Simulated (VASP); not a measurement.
Wanted: the native input for a VASP 6.6.1 run.

- Task: single point
- Functional: PBE
- Potentials or basis: VASP PAW PBE potentials, release 64 (B, As)
- Cutoff: 520 eV
- k mesh: 10 × 10 × 10
- Occupations: fermi-dirac, width 0.03 eV
- Spin: no spin polarisation
- Dipole correction: no
- Further INCAR settings: ALGO = Normal; EDIFF = 1e-06; NBANDS = 11

The structure of BAs lies in POSCAR:

```
BAs
1.0
    0.0000000000      2.1892914214      2.1892914214
    2.1892914214      0.0000000000      2.1892914214
    2.1892914214      2.1892914214      0.0000000000
B As
1 1
Direct
    0.7500000000      0.7500000000      0.7500000000
    0.0000000000      0.0000000000      0.0000000000
```

This cell differs from its parent crystal: volume scaled by 0.75.

The input as run:

INCAR

```
PREC = Accurate
ENCUT = 520
EDIFF = 1E-6
ISMEAR = -1
SIGMA = 0.03
LREAL = False
LASPH = True
NELM = 100
ALGO = Normal
ISIF = 2
LWAVE = False
LCHARG = False
GGA = PE
NBANDS = 11
```

KPOINTS

```
regular mesh
0
Gamma
  10 10 10
```

Potentials or basis: VASP PAW PBE potentials, release 64 (B, As).

Run with:

```bash
$ cat potpaw_PBE.64/B/POTCAR potpaw_PBE.64/As/POTCAR > POTCAR
$ mpirun -np 1 vasp_std > vasp.out
```

Results of the run:

| Item | Value |
| --- | --- |
| Pressure | 67.4 GPa |
| Band gap on the k mesh | 0.88 eV, indirect (least direct gap 3.68 eV) |

Run time: 8.3 s on 1 thread of Intel(R) Xeon(R) Platinum 8488C (Sapphire Rapids) (shared host), peak memory 0.14 GiB.
